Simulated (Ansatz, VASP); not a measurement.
# HfO2: VASP beside Ansatz

```
Hf O
1.0
     3.55802    0.00000    0.00000
     0.00000    3.55802    0.00000
     0.00000    0.00000    5.17186
Hf O
2 4
Cartesian
  1.7790 1.7790 2.5859
  3.5580 0.0000 5.1719
  3.5580 1.7790 3.6059
  1.7790 0.0000 1.5660
  1.7790 0.0000 4.1519
  3.5580 1.7790 6.1918
```

Alike in both runs: task single point; functional PBE; k mesh 8 × 8 × 6; no spin polarisation.

|  | VASP | Ansatz |
| --- | --- | --- |
| version | VASP 6.6.1 | Ansatz 0.2.0 |
| potentials or method | VASP PAW PBE potentials, release 64 (Hf_pv, O), cutoff 600 eV | plane waves, PAW |
| occupations | gaussian, width 0.01 eV | fixed |
| valence electrons in the cell | 44 | 76 |

|  | VASP | Ansatz | Ansatz less VASP |
| --- | --- | --- | --- |
| gap on the k mesh at the Fermi level (eV) | 4.76 | 4.77 | +0.014 |

VASP's potentials hold 44 valence electrons a cell and Ansatz's 76, so a difference there can come from the potentials and not from the codes.

Neither program's run includes spin-orbit coupling.
